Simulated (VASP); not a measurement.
Si3C: relaxation of cell and atoms with PBE

Crystal: Si3C.

```
CELL_PARAMETERS angstrom
6.44849 0.00000 0.00000
-3.22425 5.58456 0.00000
0.00000 0.00000 2.79915
ATOMIC_POSITIONS crystal
Si 0.38953 0.19477 0.75000
Si 0.80523 0.19477 0.75000
Si 0.80523 0.61047 0.75000
Si 0.61047 0.80523 0.25000
Si 0.19477 0.80523 0.25000
Si 0.19477 0.38953 0.25000
C 0.66667 0.33333 0.25000
C 0.33333 0.66667 0.75000
```

The cell was built from a structure type or drawn by symmetry, and may not be a known phase.

```
Program                : VASP 6.6.1
Task                   : relaxation of cell and atoms
Functional             : PBE
Potentials or basis    : VASP PAW PBE potentials, release 64 (Si, C)
Cutoff                 : 600 eV
k mesh                 : 3 × 3 × 6
Occupations            : gaussian, width 0.1 eV
Spin                   : no spin polarisation
Dipole correction      : no
Further INCAR settings : ALGO = Normal; EDIFF = 1e-06; IBRION = 2; EDIFFG = -0.04; NSW = 90; ISIF = 3
```

The relaxed volume is 12.68 Å³/atom. The relaxed cell is a = 6.582 Å, b = 6.582 Å, c = 2.704 Å, α = 90.00°, β = 90.00°, γ = 120.00°. The space group after relaxing (to 0.1 Å) is P6_3/mmc (No. 194). The energy gained by relaxing is 30.5 meV/atom, the ionic steps are 7 and the pressure after relaxing is 0.2 GPa. The largest force after relaxing is 0.009 eV/Å and the band gap on the k mesh is zero (bands 16 and 17 overlap by 4.00 eV).

Forces on the atoms (eV/Å):
```
Si  -0.007 -0.004  0.000
Si   0.007 -0.004  0.000
Si   0.000  0.009  0.000
Si   0.007  0.004  0.000
Si  -0.007  0.004  0.000
Si   0.000 -0.009  0.000
C    0.000  0.000  0.000
C    0.000  0.000  0.000
```

Stress tensor (GPa, compression positive):
```
0.26 0.00 0.00
0.00 0.26 0.00
0.00 0.00 0.01
```

Step by step:
| step | energy change (eV) | largest force (eV/Å) | pressure (GPa) | volume (Å³) |
| --- | --- | --- | --- | --- |
| 1 | 0.0000 | 0.1718 | -1.06 | 100.80 |
| 2 | -0.1952 | 0.4374 | 1.02 | 99.51 |
| 3 | -0.1957 | 0.4384 | 1.20 | 99.44 |
| 4 | -0.2324 | 0.1193 | 1.17 | 100.48 |
| 5 | -0.2329 | 0.0767 | 1.19 | 100.62 |
| 6 | -0.2291 | 0.1083 | -0.90 | 102.39 |
| 7 | -0.2442 | 0.0086 | 0.18 | 101.44 |

Final structure:
```xyz
8
Lattice="6.5820 0.0000 0.0000 -3.2910 5.7002 0.0000 0.0000 0.0000 2.7037" Properties=species:S:1:pos:R:3 pbc="T T T"
Si    1.9586    1.1308    2.0278
Si    4.6234    1.1308    2.0278
Si    3.2910    3.4386    2.0278
Si    1.3324    4.5694    0.6759
Si   -1.3324    4.5694    0.6759
Si    0.0000    2.2616    0.6759
C     3.2910    1.9001    0.6759
C     0.0000    3.8001    2.0278
```

Levels at points of the mesh, in eV from the Fermi level:
| k point | band 13 | band 14 | band 15 | band 16 | band 17 | band 18 | band 19 | band 20 | band 21 |
| --- | --- | --- | --- | --- | --- | --- | --- | --- | --- |
| (0.00, 0.00, 0.00) | -1.64 | -1.64 | -0.65 | -0.58 | -0.58 | 0.94 | 3.71 | 3.74 | 3.74 |
| (0.00, 0.00, 0.50) | -5.09 | -5.09 | -0.53 | -0.53 | -0.53 | -0.53 | 1.89 | 1.89 | 3.78 |

Run time: 4.3 min on 1 thread of Intel Xeon 8259CL, with other jobs on the host, peak memory 0.26 GiB.

Caveat: the k points lie up to 0.39 Å⁻¹ apart in the final cell, too coarse for converged energies and pressures of a metal.
